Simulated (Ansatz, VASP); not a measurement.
## Sn in VASP and in Ansatz

```
Sn
1.0
    -2.94828    2.95040    1.58882
     2.95040   -2.94828    1.58882
     2.94605    2.94605   -1.58493
Sn
2
Direct
  0.00003 0.99997 0.00000
  0.74997 0.25003 0.50000
```

Alike in both runs: task single point; functional r2SCAN; k mesh 11 × 11 × 8; occupations methfessel-paxton of order 1, width 0.2 eV; no spin polarisation.

|  | VASP | Ansatz |
| --- | --- | --- |
| version | VASP 6.6.1 | Ansatz 0.2.0 |
| potentials or method | VASP PAW PBE potentials, release 64 (Sn_d), cutoff 520 eV | plane waves (500 eV) with PAW, scalar-relativistic |
| valence electrons in the cell | 28 | 28 |

```csv
,VASP,Ansatz,Ansatz less VASP
pressure (GPa),0.0,0.0,+0.01
"traceless stress, the component that is largest in VASP (GPa)",-0.10,-0.09,+0.003
```

VASP's potentials were made for PBE, not for r2SCAN.
